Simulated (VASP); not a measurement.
# BN (P6_3mc) in VASP: a series of runs, part 2 of 2

VASP 6.6.1. Earlier steps stand in the parts before.

### Step 4. Single point, PBE (strain -0.0150 x Voigt [1, 1, 0, 0, 0, 0])

INCAR

```
PREC = Accurate
ENCUT = 520
EDIFF = 1E-7
ISMEAR = 0
SIGMA = 0.05
LREAL = False
LASPH = True
NELM = 80
ALGO = Normal
ISIF = 2
LWAVE = False
LCHARG = False
GGA = PE
NBANDS = 16
```

KPOINTS

```
regular mesh
0
Gamma
  12 12 6
```

POSCAR

```
BN
1.0
    2.5156305077      0.0000000000      0.0000000000
   -1.2578152539      2.1785999262      0.0000000000
    0.0000000000      0.0000000000      4.2268550000
B N
2 2
Direct
    0.6666666667      0.3333333333      0.9997240000
    0.3333333333      0.6666666667      0.4997240000
    0.6666666667      0.3333333333      0.6252760000
    0.3333333333      0.6666666667      0.1252760000
```

Potentials or basis: VASP PAW PBE potentials, release 64 (B, N).

Started as:

```bash
$ cat potpaw_PBE.64/B/POTCAR potpaw_PBE.64/N/POTCAR > POTCAR
$ mpirun -np 1 vasp_std > vasp.out
```

OUTCAR:

```text
PREC = Accurate
   ENCUT = 520
   EDIFF = 1E-7
   ISMEAR = 0
   LREAL = False
   LASPH = True
   NELM = 80
   ISIF = 2
   GGA = PE

 ion  position               nearest neighbor table
   1  0.667  0.333  1.000-   4 1.55   4 1.55   4 1.55   3 1.58
   2  0.333  0.667  0.500-   3 1.55   3 1.55   3 1.55   4 1.58
   3  0.667  0.333  0.625-   2 1.55   2 1.55   2 1.55   1 1.58
   4  0.333  0.667  0.125-   1 1.55   1 1.55   1 1.55   2 1.58

  LATTYP: Found a hexagonal cell.
 ALAT       =     2.5156305077
 C/A-ratio  =     1.6802368182

  Lattice vectors:

 A1 = (   2.5156305077,   0.0000000000,   0.0000000000)
 A2 = (  -1.2578152539,   2.1785999262,   0.0000000000)
 A3 = (   0.0000000000,   0.0000000000,   4.2268550000)

Analysis of symmetry for initial positions (statically):
=====================================================================
 Subroutine PRICEL returns:
 Original cell was already a primitive cell.

 Routine SETGRP: Setting up the symmetry group for a
 hexagonal supercell.

 Subroutine GETGRP returns: Found 12 space group operations
 (whereof  6 operations were pure point group operations)
 out of a pool of 24 trial point group operations.

The static configuration has the point symmetry C_3v.
 The point group associated with its full space group is C_6v.

Analysis of symmetry for dynamics (positions and initial velocities):
=====================================================================
 Subroutine PRICEL returns:
 Original cell was already a primitive cell.

 Routine SETGRP: Setting up the symmetry group for a
 hexagonal supercell.

 Subroutine GETGRP returns: Found 12 space group operations
 (whereof  6 operations were pure point group operations)
 out of a pool of 24 trial point group operations.

The dynamic configuration has the point symmetry C_3v.
[... 118 lines left out ...]
   EFERMI =   0.00;   METHOD = LEGACY
   ISMEAR =     0;   SIGMA  =   0.05  broadening in eV -4-tet -1-fermi 0-gaus
   EFERMI_NEDOS =   21; number of points for ismear=-14 and -15
   IALGO  =     38    algorithm
   IMIX   =      4    mixing-type and parameters
     AMIX     =   0.40;   BMIX     =  1.00
     AMIX_MAG =   1.60;   BMIX_MAG =  1.00
  volume/ion in A,a.u.               =       5.79        39.08
  Fermi-wavevector in a.u.,A,eV,Ry     =   1.447108  2.734638 28.492252  2.094121
  Thomas-Fermi vector in A             =   2.565100
   LORBIT       =      0    0 simple, 1 ext, 2 COOP (PROOUT), +10 PAW based schemes
   GGA     = PE    functional components
   LHFCALC =     F    Hartree Fock is set to
   AEXX    =    0.0000 exact exchange contribution
   IVDW    =     0    specifies the selected vdW correction
   LEPSILON=     F    determine dielectric tensor
   LRPA    =     F    only Hartree local field effects (RPA)
 non-spin polarized calculation
 Gauss-broadening in eV      SIGMA  =   0.05
  energy-cutoff  :      520.00
  volume of cell :       23.17
 maximum number of plane-waves:       640
 NGX is ok and might be reduce to    20
   NGX =  9   NGY =  9   NGZ = 15

 number of electron      15.9999998 magnetization

 Free energy of the ion-electron system (eV)
  ---------------------------------------------------
  ext. energy  EPLUGINS =         0.00000000
  ---------------------------------------------------
  free energy    TOTEN  =       -34.79253586 eV

  energy without entropy =      -34.79253586  energy(sigma->0) =      -34.79253586

 E-fermi :   8.1177     XC(G=0): -12.9118

 val. band max:        7.8269601017   @ k =   0.0000   0.0000   0.0000
 cond. band min:      12.9203858602   @ k =   0.3333   0.3333   0.0000
 fundamental gap:      5.0934257585
 Fermi energy:         8.1176872184

 k-point     1 :       0.0000    0.0000    0.0000
  band No.  band energies     occupation
      1     -12.8298      2.00000
      2      -8.7231      2.00000
      3      -3.3353      2.00000
      4       5.7747      2.00000
      5       5.7747      2.00000
      6       7.4797      2.00000
[... 433 lines left out ...]
      3      -1.1092      2.00000
      4       0.2832      2.00000
      5       1.7157      2.00000
      6       3.5256      2.00000
[... 8 lines left out ...]
     15      24.1155      0.00000
     16      24.3759      0.00000

 [... further k-points ...]
[... 5 lines left out ...]
  --------------------------------------------------------------------------------------
  -------------------------------------------------------------------------------------
  Total        2.5440261      2.5440261      0.2197218     -0.0000000      0.0000000      0.0000000
  in kB      175.9504805    175.9504805     15.1964473     -0.0000000      0.0000000      0.0000000
  external PRESSURE =     122.3658027 kB  Pullay stress =       0.0000000 kB

 VOLUME and BASIS-vectors are now :
 -----------------------------------------------------------------------------
  energy-cutoff  :      520.00
  volume of cell :       23.17
      direct lattice vectors                 reciprocal lattice vectors
     2.515630508  0.000000000  0.000000000     0.397514658  0.229505195  0.000000000
    -1.257815254  2.178599926  0.000000000     0.000000000  0.459010389  0.000000000
     0.000000000  0.000000000  4.226855000     0.000000000  0.000000000  0.236582518

 POSITION                                       TOTAL-FORCE (eV/Angst)
 -----------------------------------------------------------------------------------
      1.25782      0.72620      4.22569        -0.000000     -0.000000     -0.033247
     -0.00000      1.45240      2.11226         0.000000      0.000000     -0.033247
      1.25782      0.72620      2.64295         0.000000      0.000000      0.033247
     -0.00000      1.45240      0.52952         0.000000      0.000000      0.033247
 -----------------------------------------------------------------------------------
    total drift:                               -0.000000     -0.000000      0.000305

  FREE ENERGIE OF THE ION-ELECTRON SYSTEM (eV)
  ---------------------------------------------------
  free  energy   TOTEN  =       -34.7925358622 eV

  energy  without entropy=      -34.7925358622  energy(sigma->0) =      -34.79253586
```

OSZICAR:

```text
N       E                     dE             d eps       ncg     rms          rms(c)
DAV:   1     0.380068087746E+02    0.38007E+02   -0.83906E+03  2448   0.980E+02
DAV:   2    -0.345894127291E+02   -0.72596E+02   -0.67841E+02  3496   0.229E+02
DAV:   3    -0.367983212630E+02   -0.22089E+01   -0.22048E+01  2768   0.371E+01
DAV:   4    -0.368033589667E+02   -0.50377E-02   -0.50375E-02  2976   0.202E+00
DAV:   5    -0.368033724611E+02   -0.13494E-04   -0.13494E-04  2664   0.959E-02    0.966E+00
DAV:   6    -0.349733294289E+02    0.18300E+01   -0.22479E+00  3040   0.137E+01    0.462E+00
DAV:   7    -0.348224118241E+02    0.15092E+00   -0.33796E-01  3112   0.469E+00    0.279E+00
DAV:   8    -0.347934423773E+02    0.28969E-01   -0.54580E-02  2840   0.192E+00    0.261E-01
DAV:   9    -0.347922646753E+02    0.11777E-02   -0.19927E-03  2784   0.532E-01    0.141E-01
DAV:  10    -0.347925276804E+02   -0.26301E-03   -0.47386E-04  2896   0.172E-01    0.257E-02
DAV:  11    -0.347925339384E+02   -0.62580E-05   -0.30860E-05  3000   0.538E-02    0.146E-02
DAV:  12    -0.347925357648E+02   -0.18264E-05   -0.53217E-06  2888   0.230E-02    0.203E-03
DAV:  13    -0.347925358622E+02   -0.97390E-07   -0.15706E-07  2288   0.455E-03
   1 F= -.34792536E+02 E0= -.34792536E+02  d E =-.135477E-18
```

stdout:

```text
POSCAR found type information on POSCAR B N
 POSCAR found :  2 types and       4 ions
 scaLAPACK will be used
 LDA part: xc-table for (Slater+PW92), standard interpolation
 POSCAR, INCAR and KPOINTS ok, starting setup
 FFT: planning ... GRIDC
 FFT: planning ... GRID_SOFT
 FFT: planning ... GRID
 WAVECAR not read
 entering main loop
```

Run time: 12 s. Hardware: 1 thread of Intel Xeon 6975P-C (Granite Rapids), shared host; peak memory 0.14 GiB.

What came out:

* Free energy: -34.7925 eV
* Pressure: 12.2 GPa
* Largest force: 0.033 eV/Å
* Band gap on the k mesh: 5.09 eV, indirect (least direct gap 8.20 eV)

Forces in eV/Å, atoms in the order of the input:
```
B    0.000  0.000 -0.033
B    0.000  0.000 -0.033
N    0.000  0.000  0.033
N    0.000  0.000  0.033
```

Caveat: the cell differs from its parent crystal (strain -0.0150 x Voigt [1, 1, 0, 0, 0, 0]). A k mesh can miss the band edges.

### Step 5. The runs side by side

| cell | gap on the mesh (eV) | pressure (GPa) | largest force (eV/Å) |
| --- | --- | --- | --- |
| a = 2.503, b = 2.503, c = 4.227 Å, angles 90.0, 90.0, 120.0°, 4 atoms | 5.06 | 16.6 | 0.06 |
| a = 2.528, b = 2.528, c = 4.227 Å, angles 90.0, 90.0, 120.0°, 4 atoms | 5.13 | 8.0 | 0.01 |
| a = 2.516, b = 2.516, c = 4.227 Å, angles 90.0, 90.0, 120.0°, 4 atoms | 5.09 | 12.2 | 0.03 |

Alike in all rows: task single point; level PBE; potentials or basis VASP PAW PBE potentials, release 64 (B, N); no spin polarisation; k mesh 12 × 12 × 6; cutoff (eV) 520; smearing gaussian 0.05 eV.

Total energies depend on the potentials used, so only differences within one code and one set of settings carry meaning.
